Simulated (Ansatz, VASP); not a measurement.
**One calculation of Zr, two programs**

```
Zr
1.0
     3.14821    0.00000    0.00000
    -1.57411    2.72643    0.00000
     0.00000    0.00000    5.07890
Zr
2
Direct
  0.33333 0.66667 0.25000
  0.66667 0.33333 0.75000
```

Alike in both runs: functional LDA; k mesh 16 × 16 × 10; occupations methfessel-paxton of order 1, width 0.1 eV; no spin polarisation.

Ansatz relaxed the structure, and its values are those at the end. VASP's run is a single point on that final structure, the one shown.

```csv
,VASP,Ansatz
version,VASP 6.6.1,Ansatz 0.2.0
potentials or method,"VASP PAW LDA potentials, release 64 (Zr_sv)","scalar-relativistic, plane waves, PAW"
plane-wave cutoff (eV),520,420
valence electrons in the cell,24,24
```

VASP gave:

```
gap on the k mesh at the Fermi level (eV) : none
pressure (GPa)                            : 0.1
```

Which values does Ansatz return?

gap on the k mesh at the Fermi level (eV): none; pressure (GPa): 0.0.

LDA's correlation is that of Perdew and Zunger in VASP and of Perdew and Wang (1992) in Ansatz. A gap of «none» marks a metal or a gap that the smearing closes.
